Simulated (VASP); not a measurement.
A run of VASP 6.6.1 is set up as follows.

File INCAR:

```
SYSTEM = In16H
PREC = Accurate ; ENCUT = 400
EDIFF = 1E-6 ; ISMEAR = 0
SIGMA = 0.1 ; LREAL = .False.
LASPH = .True. ; NELM = 120
ALGO = Normal ; ISIF = 2
LWAVE = .False. ; LCHARG = .False.
GGA = PE ; NBANDS = 118
GGA_COMPAT = .False.
```

KPOINTS

```
Automatic mesh
0
Gamma
  4 4 4
  0.5 0.5 0.5
```

File POSCAR:

```
In16H
1.0
    6.7754602306      0.0000000000     -4.7878627362
   -6.7754602306      0.0000000000     -4.7878627362
    0.0000000000      6.7754602306      4.7878627362
In H
16 1
Direct
    0.2663535753      0.7500783539      0.0000168254
    0.5070813068      0.4996307428     -0.0000131356
    0.7494593459      0.2571841518      0.0000131356
   -0.0000927297      0.7499354347      0.2667582627
    0.2505744328      0.5076734255      0.2505488841
    0.7494916378      0.7500136687      0.5072266507
   -0.0000328738      0.0167487168     -0.0000141688
    0.4929679571      0.2429198508      0.2423861914
    0.7575013519      0.0003712345      0.2503701508
    0.0000704640      0.4994737347      0.5071705660
    0.5070709931      0.7499862999      0.7495834714
    0.2422503027      0.2427757283      0.4927747911
    0.7331538095      0.4832478338      0.7332988212
    0.4929335848     -0.0076738846      0.4928564092
    0.0000329241      0.2571292601      0.7494695308
    0.2505846658      0.0005448246      0.7576486062
    1.0006290286      0.7499883427      1.0001221717
```

Potentials or basis: VASP PAW PBE potentials, release 64 (In_d, H).

Run with:

```bash
$ cat potpaw_PBE.64/In_d/POTCAR potpaw_PBE.64/H/POTCAR > POTCAR
$ mpirun -np 1 vasp_std > vasp.out
```

**Question.** What does it give for the band gap on the k mesh?

**Answer.** Zero (an odd number of electrons rules out a gap without spin polarisation).

**Question.** What does it give for the largest force?

**Answer.** 0.006 eV/Å.

**Question.** What does it give for the pressure?

**Answer.** 0.7 GPa.

Forces on the atoms (eV/Å):
```
In   0.005  0.000 -0.003
In   0.001  0.000  0.001
In   0.000  0.000 -0.001
In   0.000  0.000  0.000
In  -0.001  0.000  0.000
In   0.000  0.001  0.000
In   0.000  0.000  0.000
In  -0.001 -0.001  0.001
In   0.000  0.001 -0.001
In   0.000  0.000  0.001
In   0.000 -0.001 -0.001
In   0.001 -0.001  0.000
In   0.000  0.000  0.000
In   0.000  0.000  0.001
In  -0.001  0.000  0.000
In  -0.001  0.001  0.000
H   -0.003  0.000  0.002
```

Caveat: spin-orbit coupling is left out, which moves the levels of the heavy elements.
